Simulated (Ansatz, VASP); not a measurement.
Pt in VASP and in Ansatz

File INCAR:

```
SYSTEM = Pt
PREC = Accurate
ENCUT = 520
EDIFF = 1E-6
ISMEAR = 0
SIGMA = 0.1
LREAL = .FALSE.
LASPH = .TRUE.
NELM = 100
ALGO = Normal
ISIF = 2
LWAVE = .FALSE.
LCHARG = .FALSE.
LDIPOL = .TRUE.
IDIPOL = 3
DIPOL = 0.5 0.5 0.500
GGA = PE
NBANDS = 33
```

The input KPOINTS:

```
regular mesh
0
G
  12 12 1
  0 0 0
```

Contents of POSCAR:

```
Pt
1.0
    2.8072917799      0.0000000000      0.0000000000
   -1.4036458899      2.4311859972      0.0000000000
    0.0000000000      0.0000000000     19.1685765598
Pt
5
Direct
    0.6666666667      0.3333333333      0.2608435730
    0.3333333333      0.6666666667      0.3804217865
    0.0000000000      0.0000000000      0.5000000000
    0.6666666667      0.3333333333      0.6195782135
    0.3333333333      0.6666666667      0.7391564270
```

Input for Ansatz:

```yaml
crystal:
  lattice:
    - [2.8072917799, 0.0, 0.0]
    - [-1.4036458899, 2.4311859972, 0.0]
    - [0.0, 0.0, 19.1685765598]
  atoms:
    - { symbol: Pt, position: [0.6666666667, 0.3333333333, 0.260843573] }
    - { symbol: Pt, position: [0.3333333333, 0.6666666667, 0.3804217865] }
    - { symbol: Pt, position: [0.0, 0.0, 0.5] }
    - { symbol: Pt, position: [0.6666666667, 0.3333333333, 0.6195782135] }
    - { symbol: Pt, position: [0.3333333333, 0.6666666667, 0.739156427] }
basis:
  ecutwfc: 420
kpoints:
  mp_grid: { grid: [12, 12, 1] }
hamiltonian:
  xc: pbe
scf:
  occupations: { method: gaussian, width: 0.1 }
output:
  forces: true
  stress: true
  eigenvalues: true
  write_density: true
  write_potential: true
  elf: true
  volumetric_format: npy
efield:
  axis: 3
  dipole_correction: true
  ramp_width: 0.04
```

Alike in both runs: task single point; functional PBE; k mesh 12 × 12 × 1; occupations gaussian, width 0.1 eV; no spin polarisation.

|  | VASP | Ansatz |
| --- | --- | --- |
| version | VASP 6.6.1 | Ansatz 0.2.0 |
| potentials or method | VASP PAW PBE potentials, release 64 (Pt), cutoff 520 eV | scalar-relativistic, plane waves, PAW |
| valence electrons in the cell | 50 | 90 |

```tsv
	VASP	Ansatz	Ansatz less VASP
gap on the k mesh at the Fermi level (eV)	none	none	-
rms of the force components (eV/Å)	0.099	0.103	+0.0044
```

Atom by atom the forces differ by 0.008 eV/Å (rms over components). A gap of «none» marks a metal or a gap that the smearing closes. VASP's potentials hold 50 valence electrons a cell and Ansatz's 90, so a difference there can come from the potentials and not from the codes. Ansatz's warnings: vacuum density over bound, xc potential rough in thin density.

Spin-orbit coupling is off throughout.
